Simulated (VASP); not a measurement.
# H2CO in VASP: further runs

The runs below take H2CO through single point, with PBE+D3(BJ).

All numbers are computed with VASP 6.6.1; they aren't measurements. Logs are shortened: lines on timing, memory, paths and dates and some standing lists are left out, and cuts for length are marked.

## Step 1: The cell of the first run

The cell holds an amorphous packing of atoms, 24 atoms: a = 7.153 Å, b = 7.153 Å, c = 7.153 Å, α = 90.00°, β = 90.00°, γ = 90.00°.

## Step 2: Single point, PBE+D3(BJ)

Contents of INCAR:

```
SYSTEM = H2CO
PREC = Accurate ; ENCUT = 520
EDIFF = 1E-7 ; ISMEAR = -1
SIGMA = 0.02 ; LREAL = Auto
LASPH = .TRUE. ; NELM = 80
ALGO = Normal ; ISIF = 2
LWAVE = .FALSE. ; LCHARG = .FALSE.
GGA = PE ; IVDW = 12
NBANDS = 54
```

Contents of KPOINTS:

```
Automatic mesh
0
G
  1 1 1
  0 0 0
```

Contents of POSCAR:

```
H2CO
1.0
    7.1530900000      0.0000000000      0.0000000000
    0.0000000000      7.1530900000      0.0000000000
    0.0000000000      0.0000000000      7.1530900000
O C H
6 6 12
Direct
    0.2101858170      0.5571210704      0.7660857778
    0.2935506674      1.0139735253      0.4618176384
    0.6176988751      0.5713562414      1.1415247069
    0.6590077424      0.4443137525      0.6138584051
    0.8920024404      0.9531049335      0.6416451139
    0.4883537224      0.0785689774      1.0086161541
    0.3102510176      0.6045143736      0.6369642284
    0.2000697972      0.9420319667      0.3402907214
    0.7145606349      0.5876114840      1.0034134841
    0.6431770516      0.2804852802      0.6560574540
    0.9448226144      0.9299932161      0.8005958376
    0.3667362159      0.1920531936      0.9773160083
    0.4143930062      0.7191451014      0.6515379124
    0.3025379401      0.5364765081      0.4971823739
    0.0631394366      1.0017494642      0.2960911268
    0.2460950809      0.8123157667      0.2664347342
    0.6758434973      0.6809959515      0.8852963387
    0.8479879069      0.5086932337      0.9852799817
    0.5502430949      0.1842433751      0.5777262469
    0.7201420158      0.2208172562      0.7763396348
    0.8512919251      0.9583965184      0.9230884633
    1.0875808469      0.8779883878      0.8336072109
    0.3914051816      0.3464778060      0.9766991012
    0.2194569716      0.1487303161      0.9466633451
```

Potentials or basis: VASP PAW PBE potentials, release 64 (O, C, H).

The run is started by

```bash
$ cat potpaw_PBE.64/O/POTCAR potpaw_PBE.64/C/POTCAR potpaw_PBE.64/H/POTCAR > POTCAR
$ mpirun -np 1 vasp_gam > vasp.out
```

OUTCAR:

```text
SYSTEM = H2CO
   PREC = Accurate
   ENCUT = 520
   EDIFF = 1E-7
   ISMEAR = -1
   LREAL = Auto
   LASPH = .TRUE.
   NELM = 80
   ISIF = 2
   GGA = PE
   IVDW = 12
 IVDW          = 12

 ion  position               nearest neighbor table
   1  0.210  0.557  0.766-   7 1.22
   2  0.294  0.014  0.462-   8 1.21
   3  0.618  0.571  0.142-   9 1.21
   4  0.659  0.444  0.614-  10 1.22
   5  0.892  0.953  0.642-  11 1.21
   6  0.488  0.079  0.009-  12 1.21
   7  0.310  0.605  0.637-  13 1.11  14 1.11   1 1.22
   8  0.200  0.942  0.340-  15 1.11  16 1.12   2 1.21
   9  0.715  0.588  0.003-  17 1.11  18 1.12   3 1.21
  10  0.643  0.280  0.656-  20 1.11  19 1.11   4 1.22
  11  0.945  0.930  0.801-  22 1.11  21 1.12   5 1.21
  12  0.367  0.192  0.977-  23 1.12  24 1.12   6 1.21
  13  0.414  0.719  0.652-   7 1.11
  14  0.303  0.536  0.497-   7 1.11
  15  0.063  0.002  0.296-   8 1.11
  16  0.246  0.812  0.266-   8 1.12
  17  0.676  0.681  0.885-   9 1.11
  18  0.848  0.509  0.985-   9 1.12
  19  0.550  0.184  0.578-  10 1.11
  20  0.720  0.221  0.776-  10 1.11
  21  0.851  0.958  0.923-  11 1.12
  22  0.088  0.878  0.834-  11 1.11
  23  0.391  0.346  0.977-  12 1.12
  24  0.219  0.149  0.947-  12 1.12

  LATTYP: Found a simple cubic cell.
 ALAT       =     7.1530900000

  Lattice vectors:

 A1 = (   7.1530900000,   0.0000000000,   0.0000000000)
 A2 = (   0.0000000000,   7.1530900000,   0.0000000000)
 A3 = (   0.0000000000,   0.0000000000,   7.1530900000)

Analysis of symmetry for initial positions (statically):
=====================================================================
 Subroutine PRICEL returns:
 Original cell was already a primitive cell.

 Routine SETGRP: Setting up the symmetry group for a
 simple cubic supercell.

 Subroutine GETGRP returns: Found  1 space group operations
 (whereof  1 operations were pure point group operations)
 out of a pool of 48 trial point group operations.

The static configuration has the point symmetry C_1 .

Analysis of symmetry for dynamics (positions and initial velocities):
=====================================================================
 Subroutine PRICEL returns:
 Original cell was already a primitive cell.

 Routine SETGRP: Setting up the symmetry group for a
 simple cubic supercell.

 Subroutine GETGRP returns: Found  1 space group operations
 (whereof  1 operations were pure point group operations)
 out of a pool of 48 trial point group operations.

[... 125 lines left out ...]
   NFREE  =      0    steps in history (QN), initial steepest desc. (CG)
   ISIF   =      2    stress and relaxation
   ISYM   =      2    0-nonsym 1-usesym 2-fastsym
   POTIM  = 0.5000    time-step for ionic-motion
   TEBEG  =    0.0;   TEEND  =   0.0 temperature during run
   PSTRESS=    0.0 pullay stress
   NELECT =      72.0000    total number of electrons
   NUPDOWN=      -1.0000    fix difference up-down
   EMIN   =  10.00;   EMAX   =-10.00  energy-range for DOS
   EFERMI =   0.00;   METHOD = LEGACY
   ISMEAR =    -1;   SIGMA  =   0.02  broadening in eV -4-tet -1-fermi 0-gaus
   EFERMI_NEDOS =   21; number of points for ismear=-14 and -15
   IALGO  =     38    algorithm
   IMIX   =      4    mixing-type and parameters
     AMIX     =   0.40;   BMIX     =  1.00
     AMIX_MAG =   1.60;   BMIX_MAG =  1.00
  volume/ion in A,a.u.               =      15.25       102.91
  Fermi-wavevector in a.u.,A,eV,Ry     =   0.952121  1.799247 12.334140  0.906534
  Thomas-Fermi vector in A             =   2.080654
   LORBIT       =      0    0 simple, 1 ext, 2 COOP (PROOUT), +10 PAW based schemes
   GGA     = PE    functional components
   LHFCALC =     F    Hartree Fock is set to
   AEXX    =    0.0000 exact exchange contribution
   IVDW    =    12    specifies the selected vdW correction
   LEPSILON=     F    determine dielectric tensor
   LRPA    =     F    only Hartree local field effects (RPA)
 non-spin polarized calculation
  energy-cutoff  :      520.00
  volume of cell :      366.00
 maximum number of plane-waves:      4898
 NGX is ok and might be reduce to    54
   NGX = 27   NGY = 27   NGZ = 27

 number of electron      72.0000003 magnetization

 Free energy of the ion-electron system (eV)
  ---------------------------------------------------
  ext. energy  EPLUGINS =         0.00000000
  ---------------------------------------------------
  free energy    TOTEN  =      -133.23870888 eV

  energy without entropy =     -133.23870888  energy(sigma->0) =     -133.23870888

 E-fermi :  -2.5600     XC(G=0):  -6.0252

 val. band max:       -3.1270613317   @ k =   0.0000   0.0000   0.0000
 cond. band min:      -0.2919199049   @ k =   0.0000   0.0000   0.0000
 fundamental gap:      2.8351414267
 Fermi energy:        -2.5599551994

 k-point     1 :       0.0000    0.0000    0.0000
  band No.  band energies     occupation
      1     -24.1259      2.00000
      2     -24.0839      2.00000
      3     -23.9041      2.00000
      4     -23.7582      2.00000
      5     -23.6962      2.00000
      6     -23.6580      2.00000
[... 40 lines left out ...]
     47       4.0348      0.00000
     48       4.7006      0.00000
 [bands above 48 left out]

------------------------ aborting loop because EDIFF is reached ----------------------------------------

 Edisp (eV)   -0.89998

 E8    (eV) :    -0.2110

  FORCE on cell =-STRESS in cart. coord.  units (eV):
  Direction    XX          YY          ZZ          XY          YZ          ZX
  --------------------------------------------------------------------------------------
  -------------------------------------------------------------------------------------
  Total       0.71505     1.10365     1.14609    -0.03504    -0.82638     0.31449
  in kB       3.13016     4.83125     5.01703    -0.15337    -3.61752     1.37671
  external pressure =        4.33 kB  Pullay stress =        0.00 kB

 VOLUME and BASIS-vectors are now :
 -----------------------------------------------------------------------------
  energy-cutoff  :      520.00
  volume of cell :      366.00
      direct lattice vectors                 reciprocal lattice vectors
     7.153090000  0.000000000  0.000000000     0.139799723  0.000000000  0.000000000
     0.000000000  7.153090000  0.000000000     0.000000000  0.139799723  0.000000000
     0.000000000  0.000000000  7.153090000     0.000000000  0.000000000  0.139799723

 POSITION                                       TOTAL-FORCE (eV/Angst)
 -----------------------------------------------------------------------------------
      1.50348      3.98514      5.47988        -0.254099     -0.158567      0.311954
      2.09979      0.09995      3.30342         0.290990      0.216688      0.389540
      4.41846      4.08696      1.01234        -0.248818     -0.086366      0.295266
      4.71394      3.17822      4.39098         0.036518      0.532761     -0.056975
      6.38057      6.81765      4.58975        -0.189029      0.044651     -0.612135
      3.49324      0.56201      0.06163         0.364409     -0.354117      0.051470
[... 16 lines left out ...]
      2.79976      2.47839      6.98642         0.011625     -0.227112      0.042724
      1.56980      1.06388      6.77157         0.015881     -0.006904      0.006917
 -----------------------------------------------------------------------------------
    total drift:                               -0.027527      0.005272      0.012945

  FREE ENERGIE OF THE ION-ELECTRON SYSTEM (eV)
  ---------------------------------------------------
  free  energy   TOTEN  =      -134.1386912198 eV

  energy  without entropy=     -134.1386912198  energy(sigma->0) =     -134.13869122
```

It took 40 s on 1 thread of AMD EPYC 7R43 (Zen 3), shared host; peak memory 0.31 GiB.

What came out:

```
Free energy                : -134.1387 eV
Pressure                   : 0.4 GPa
Largest force              : 0.741 eV/Å
Band gap on the k mesh     : 2.84 eV
Dispersion energy per atom : -0.037 eV
```

Forces in eV/Å, atoms in the order of the input:
```
O   -0.254 -0.159  0.312
O    0.291  0.217  0.390
O   -0.249 -0.086  0.295
O    0.037  0.533 -0.057
O   -0.189  0.045 -0.612
O    0.364 -0.354  0.051
C    0.311  0.198 -0.273
C   -0.302 -0.284 -0.447
C    0.208  0.087 -0.286
C    0.039 -0.397  0.005
C    0.129 -0.086  0.665
C   -0.463  0.576 -0.045
H   -0.047 -0.050 -0.057
H   -0.012  0.001 -0.009
H    0.008  0.029  0.011
H    0.027  0.065  0.040
H   -0.030  0.025  0.007
H    0.038 -0.016  0.017
H   -0.032 -0.087 -0.009
H   -0.002 -0.020  0.037
H    0.054  0.052 -0.080
H    0.046 -0.055 -0.004
H    0.012 -0.227  0.043
H    0.016 -0.007  0.007
```

Stress tensor (GPa, compression positive):
```
 0.31 -0.02  0.14
-0.02  0.48 -0.36
 0.14 -0.36  0.50
```

Caveat: the k points lie up to 0.88 Å⁻¹ apart.

(Continued in part 2 of 2.)
